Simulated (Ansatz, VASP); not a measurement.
AgSn2SeI3: VASP beside Ansatz

```xyz
7
Lattice="4.6885 0.0211 -0.0019 -0.0889 7.1951 -0.0018 -2.3055 -2.0160 8.8937" Properties=species:S:1:pos:R:3 pbc="T T T"
Ag    2.2464    5.5329    0.4502
Sn   -0.0564    2.8318    6.3765
Sn   -0.1136    6.3832    3.5570
Se   -0.0500    0.2858    5.9301
I     2.3291    0.6640    1.9667
I     2.2791    3.9760    4.5125
I     4.5967    4.0478    0.0904
```

Change from the starting cell: cell x1, atoms moved at random (sigma 0.1 Å) and cell strained at random (1.5 %), then relaxed without symmetry.

Alike in both runs: functional PBE; k mesh 4 × 2 × 2; occupations gaussian, width 0.1 eV; no spin polarisation.

Ansatz relaxed the structure, and its values are those at the end. VASP's run is a single point on that final structure, the one shown.

|  | VASP | Ansatz |
| --- | --- | --- |
| version | VASP 6.6.1 | Ansatz 0.2.0 |
| potentials or method | VASP PAW PBE potentials, release 64 (Ag, Sn_d, Se, I), cutoff 520 eV | scalar-relativistic, plane waves, PAW |
| valence electrons in the cell | 66 | 114 |

```csv
,VASP,Ansatz,Ansatz less VASP
gap on the k mesh at the Fermi level (eV),1.23,1.23,+0.007
least direct gap on the mesh (eV),1.23,1.23,+0.007
pressure (GPa),0.0,0.0,+0.01
rms of the force components (eV/Å),0.007,0.006,-0.0018
```

With one functional, cell and mesh, what is left measures potentials, basis and numerics. VASP's potentials hold 66 valence electrons a cell and Ansatz's 114, so a difference there can come from the potentials and not from the codes.

The k mesh is coarse, so the values compare programs but aren't converged. Spin-orbit coupling is off throughout.
